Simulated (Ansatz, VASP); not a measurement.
## One calculation of Pb, two programs

The input INCAR:

```
SYSTEM = Pb
  ALGO = Fast
  EDIFF = 1E-6
  ENCUT = 520
  GGA = PS
  ISIF = 2
  ISMEAR = -1
  IVDW = 12
  LASPH = .True.
  LCHARG = .False.
  LREAL = .False.
  LWAVE = .False.
  NBANDS = 13
  NELM = 100
  PREC = Accurate
  SIGMA = 0.05
```

KPOINTS

```
k-points
0
Gamma
  9 9 9
  0 0 0
```

POSCAR

```
Pb
1.0
    0.0000000000      2.5075897876      2.5075897876
    2.5075897876      0.0000000000      2.5075897876
    2.5075897876      2.5075897876      0.0000000000
Pb
1
Direct
    0.0000000000      0.0000000000      0.0000000000
```

The input input.yaml:

```yaml
crystal:
  lattice:
    - [0.0, 2.5075897876, 2.5075897876]
    - [2.5075897876, 0.0, 2.5075897876]
    - [2.5075897876, 2.5075897876, 0.0]
  atoms:
    - { symbol: Pb, position: [0.0, 0.0, 0.0] }
hamiltonian:
  xc: pbesol
  pseudopotentials: { kind: paw }
  dispersion: d3bj
kpoints:
  mp_grid: { grid: [9, 9, 9] }
scf:
  occupations: { method: fermi_dirac, width: 0.05 }
output:
  forces: true
  stress: true
  eigenvalues: true
  write_density: true
  write_potential: true
  elf: true
  volumetric_format: npy
```

Alike in both runs: task single point; functional PBEsol; dispersion D3(BJ); k mesh 9 × 9 × 9; occupations fermi-dirac, width 0.05 eV; no spin polarisation.

|  | VASP | Ansatz |
| --- | --- | --- |
| version | VASP 6.6.1 | Ansatz 0.2.0 |
| potentials or method | VASP PAW PBE potentials, release 64 (Pb_d) | Ansatz PAW |
| plane-wave cutoff (eV) | 520 | 420 |
| valence electrons in the cell | 14 | 14 |

```tsv
	VASP	Ansatz	Ansatz less VASP
gap on the k mesh at the Fermi level (eV)	none	none	-
pressure (GPa)	-4.5	-4.5	+0.06
```

VASP's potentials were made for PBE, not for PBEsol. A gap of «none» marks a metal or a gap that the smearing closes.

Neither program's run includes spin-orbit coupling.
